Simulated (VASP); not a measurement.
# MoPd (P-6m2) in VASP: further runs

Runs on MoPd. Level: LDA. Tasks: single point.

Program: VASP 6.6.1. These are calculated values, not measurements. Logs are shortened: lines on timing, memory, paths and dates and some standing lists are left out, and cuts for length are marked.

## Step 1: The cell of the first run

Symmetry: P-6m2, No. 187, hexagonal system. Conventional cell: a = 2.794 Å, b = 2.794 Å, c = 4.566 Å, α = 90.00°, β = 90.00°, γ = 120.00°. Within 3.7 Å of Mo (site symmetry -6m2) lie 6 Mo at 2.79 Å and 6 Pd at 2.80 Å. Within 3.7 Å of Pd (site symmetry -6m2) lie 6 Pd at 2.79 Å and 6 Mo at 2.80 Å.

## Step 2: Single point, LDA

Input file INCAR:

```
ALGO     = Normal         # electronic algorithm
EDIFF    = 1E-7           # SCF threshold, eV
ENCUT    = 520            # plane-wave cutoff, eV
GGA      = CA             # functional
ISIF     = 2              # what is computed and relaxed
ISMEAR   = -1             # smearing method
ISYM     = 0            
LASPH    = True           # aspherical terms in the spheres
LCHARG   = False          # write CHGCAR
LREAL    = False          # projectors in reciprocal space
LWAVE    = False          # write WAVECAR
NBANDS   = 19             # bands
NELM     = 80             # most SCF steps
PREC     = Accurate       # precision mode
SIGMA    = 0.1            # smearing width, eV
```

Input file KPOINTS:

```
Automatic mesh
0
Gamma
  7 7 4
  0.5 0.5 0.5
```

Input file POSCAR:

```
MoPd
1.0
    2.7938960000      0.0000000000      0.0000000000
   -1.3969480000      2.4195850000      0.0000000000
    0.0000000000      0.0000000000      4.5663710000
Mo Pd
1 1
Direct
    0.6666666667      0.3333333333      0.5000000000
    0.3333333333      0.6666666667      0.0000000000
```

Potentials or basis: VASP PAW LDA potentials, release 64 (Mo_sv, Pd).

The run is started by

```bash
cat potpaw_LDA.64/Mo_sv/POTCAR potpaw_LDA.64/Pd/POTCAR > POTCAR
mpirun -np 1 vasp_std > vasp.out
```

OUTCAR:

```text
EDIFF = 1E-7
   ENCUT = 520
   GGA = CA
   ISIF = 2
   ISMEAR = -1
   ISYM = 0
   LASPH = True
   LREAL = False
   NELM = 80
   PREC = Accurate

 ion  position               nearest neighbor table
   1  0.667  0.333  0.500-   2 2.80   2 2.80   2 2.80   2 2.80   2 2.80   2 2.80
   2  0.333  0.667  0.000-   1 2.80   1 2.80   1 2.80   1 2.80   1 2.80   1 2.80

IMPORTANT INFORMATION: All symmetrisations will be switched off!
NOSYMM: (Re-)initialisation of all symmetry stuff for point group C_1.

----------------------------------------------------------------------------------------

                                     Primitive cell

  volume of cell :      30.8690

  direct lattice vectors                    reciprocal lattice vectors
     2.793896000  0.000000000  0.000000000     0.357923130  0.206647008  0.000000000
    -1.396948000  2.419585000  0.000000000     0.000000000  0.413294015  0.000000000
     0.000000000  0.000000000  4.566371000     0.000000000  0.000000000  0.218992281

  length of vectors
     2.793896000  2.793896077  4.566371000     0.413294027  0.413294015  0.218992281

  position of ions in fractional coordinates (direct lattice)
     0.666666667  0.333333333  0.500000000
     0.333333333  0.666666667  0.000000000

  ion indices of the primitive-cell ions
   primitive index   ion index
                 1           1
                 2           2

----------------------------------------------------------------------------------------

 KPOINTS: Automatic mesh

Automatic generation of k-mesh.
 Grid dimensions read from file:
 generate k-points for:    7    7    4

 Generating k-lattice:

  Cartesian coordinates                     Fractional coordinates (reciprocal lattice)
     0.051131876  0.029521001  0.000000000     0.142857143 -0.000000000  0.000000000
     0.000000000  0.059042002  0.000000000     0.000000000  0.142857143  0.000000000
     0.000000000  0.000000000  0.054748070     0.000000000  0.000000000  0.250000000

  Length of vectors
     0.059042004  0.059042002  0.054748070

  Shift w.r.t. Gamma in fractional coordinates (k-lattice)
     0.500000000  0.500000000  0.500000000

 Subroutine IBZKPT returns following result:
 ===========================================

 Found    294 irreducible k-points:

 Following reciprocal coordinates:
            Coordinates               Weight
[... 32 lines left out ...]
   NGXF,Y,Z  is equivalent  to a cutoff of  28.56, 28.56, 26.21 a.u.
 SYSTEM =  unknown system
   PREC   = accura    normal or accurate (medium, high low for compatibility)
   ISTART =      0    job   : 0-new  1-cont  2-samecut
   ICHARG =      2    charge: 1-file 2-atom 10-const
   ISPIN  =      1    spin polarized calculation?
   LNONCOLLINEAR =      F non collinear calculations
   LSORBIT =      F    spin-orbit coupling
   LASPH  =      T    aspherical Exc in radial PAW
   ENCUT  =  520.0 eV  38.22 Ry    6.18 a.u.   5.19  5.19  8.49*2*pi/ulx,y,z
   NELM   =     80;   NELMIN=  2; NELMDL= -5     # of ELM steps
   EDIFF  = 0.1E-06   stopping-criterion for ELM
   LREAL  =      F    real-space projection
   EDIFFG = 0.1E-05   stopping-criterion for IOM
   NSW    =      0    number of steps for IOM
   IBRION =     -1    ionic relax: 0-MD 1-quasi-New 2-CG
   NFREE  =      0    steps in history (QN), initial steepest desc. (CG)
   ISIF   =      2    stress and relaxation
   ISYM   =      0    0-nonsym 1-usesym 2-fastsym
   POTIM  = 0.5000    time-step for ionic-motion
   TEBEG  =    0.0;   TEEND  =   0.0 temperature during run
   PSTRESS=    0.0 pullay stress
   NELECT =      24.0000    total number of electrons
   NUPDOWN=      -1.0000    fix difference up-down
   EMIN   =  10.00;   EMAX   =-10.00  energy-range for DOS
   EFERMI =   0.00;   METHOD = LEGACY
   ISMEAR =    -1;   SIGMA  =   0.10  broadening in eV -4-tet -1-fermi 0-gaus
   EFERMI_NEDOS =   21; number of points for ismear=-14 and -15
   IALGO  =     38    algorithm
   IMIX   =      4    mixing-type and parameters
     AMIX     =   0.40;   BMIX     =  1.00
     AMIX_MAG =   1.60;   BMIX_MAG =  1.00
  volume/ion in A,a.u.               =      15.43       104.16
  Fermi-wavevector in a.u.,A,eV,Ry     =   1.505351  2.844701 30.831917  2.266082
  Thomas-Fermi vector in A             =   2.616211
   LORBIT       =      0    0 simple, 1 ext, 2 COOP (PROOUT), +10 PAW based schemes
   GGA     = CA    functional components
   LHFCALC =     F    Hartree Fock is set to
   AEXX    =    0.0000 exact exchange contribution
   IVDW    =     0    specifies the selected vdW correction
   LEPSILON=     F    determine dielectric tensor
   LRPA    =     F    only Hartree local field effects (RPA)
 non-spin polarized calculation
  energy-cutoff  :      520.00
  volume of cell :       30.87
 maximum number of plane-waves:       840
 NGX is ok and might be reduce to    24
   NGX = 11   NGY = 11   NGZ = 17

 number of electron      24.0000003 magnetization

 Free energy of the ion-electron system (eV)
  ---------------------------------------------------
  ext. energy  EPLUGINS =         0.00000000
  ---------------------------------------------------
  free energy    TOTEN  =       -18.58179215 eV

  energy without entropy =      -18.53294332  energy(sigma->0) =      -18.55736773

 E-fermi :  11.0988     XC(G=0): -13.4745

 val. band max:       11.0861422669   @ k =  -0.0714  -0.0714   0.1250
 cond. band min:      11.1843969680   @ k =   0.0714   0.1429   0.3750
 fundamental gap:      0.0982547011
 Fermi energy:        11.0988262750

 k-point     1 :       0.0714    0.0714    0.1250
  band No.  band energies     occupation
      1     -49.6079      2.00000
      2     -23.9720      2.00000
      3     -23.3820      2.00000
      4     -23.2568      2.00000
      5       4.2573      2.00000
      6       5.8611      2.00000
[... 505 lines left out ...]
      6       6.0389      2.00000
[... 11 lines left out ...]
     18      21.7454      0.00000
     19      23.7911      0.00000

 [... further k-points ...]
[... 5 lines left out ...]
  --------------------------------------------------------------------------------------
  -------------------------------------------------------------------------------------
  Total       -2.9955821     -2.9955835     -2.6090635     -0.0000011     -0.0000003      0.0000000
  in kB     -155.4781969   -155.4782707   -135.4169184     -0.0000593     -0.0000171      0.0000008
  external PRESSURE =    -148.7911287 kB  Pullay stress =       0.0000000 kB

 VOLUME and BASIS-vectors are now :
 -----------------------------------------------------------------------------
  energy-cutoff  :      520.00
  volume of cell :       30.87
      direct lattice vectors                 reciprocal lattice vectors
     2.793896000  0.000000000  0.000000000     0.357923130  0.206647008  0.000000000
    -1.396948000  2.419585000  0.000000000     0.000000000  0.413294015  0.000000000
     0.000000000  0.000000000  4.566371000     0.000000000  0.000000000  0.218992281

 POSITION                                       TOTAL-FORCE (eV/Angst)
 -----------------------------------------------------------------------------------
      1.39695      0.80653      2.28319        -0.000000     -0.000000      0.000000
     -0.00000      1.61306      0.00000         0.000000      0.000000     -0.000000
 -----------------------------------------------------------------------------------
    total drift:                                0.000001      0.000000      0.000000

  FREE ENERGIE OF THE ION-ELECTRON SYSTEM (eV)
  ---------------------------------------------------
  free  energy   TOTEN  =       -18.5817921460 eV

  energy  without entropy=      -18.5329433159  energy(sigma->0) =      -18.55736773
```

OSZICAR:

```text
N       E                     dE             d eps       ncg     rms          rms(c)
DAV:   1     0.205521949427E+03    0.20552E+03   -0.14316E+04 11172   0.129E+03
DAV:   2    -0.154847181079E+02   -0.22101E+03   -0.21573E+03 11823   0.372E+02
DAV:   3    -0.197981011469E+02   -0.43134E+01   -0.42822E+01 12734   0.559E+01
DAV:   4    -0.198211866901E+02   -0.23086E-01   -0.23081E-01 12300   0.413E+00
DAV:   5    -0.198214789188E+02   -0.29223E-03   -0.29223E-03 12393   0.484E-01    0.155E+01
DAV:   6    -0.188069795817E+02    0.10145E+01   -0.36864E+00 12138   0.161E+01    0.563E+00
DAV:   7    -0.188914043626E+02   -0.84425E-01   -0.34041E+00 11940   0.126E+01    0.435E+00
DAV:   8    -0.185909817219E+02    0.30042E+00   -0.17794E+00 11745   0.853E+00    0.132E+00
DAV:   9    -0.185829978553E+02    0.79839E-02   -0.42292E-02 12000   0.176E+00    0.327E-01
DAV:  10    -0.185817909755E+02    0.12069E-02   -0.61037E-03 12471   0.569E-01    0.781E-02
DAV:  11    -0.185817934975E+02   -0.25219E-05   -0.11966E-04 12105   0.872E-02    0.205E-02
DAV:  12    -0.185817921144E+02    0.13830E-05   -0.76429E-06 12573   0.241E-02    0.861E-03
DAV:  13    -0.185817921460E+02   -0.31554E-07   -0.53589E-07 12423   0.602E-03
   1 F= -.18581792E+02 E0= -.18557368E+02  d E =-.488488E-01
```

stdout:

```text
POSCAR found type information on POSCAR MoPd
 POSCAR found :  2 types and       2 ions
 scaLAPACK will be used
 LDA part: xc-table for (Slater(with rela. corr.)+CA(PZ))
 , standard interpolation
 POSCAR, INCAR and KPOINTS ok, starting setup
 FFT: planning ... GRIDC
 FFT: planning ... GRID_SOFT
 FFT: planning ... GRID
 WAVECAR not read
 entering main loop
```

Run time: 1.9 min. Hardware: 1 thread of AMD EPYC 7R13 (Zen 3), shared host; peak memory 0.25 GiB.

Results:

- Free energy: -18.5818 eV
- Pressure: -14.9 GPa
- Band gap on the k mesh: zero (band 12 reaches 12.13 eV, above the bottom of band 13 at 10.46 eV)

Levels at points of the mesh, in eV from the Fermi level:
| k point | band 10 | band 11 | band 12 | band 13 | band 14 | band 15 |
| --- | --- | --- | --- | --- | --- | --- |
| (0.07, 0.07, 0.12) | -2.43 | -2.27 | -0.86 | -0.38 | -0.01 | 2.17 |

Caveat: the k points lie up to 0.37 Å⁻¹ apart.

[end of part 1 of 2]
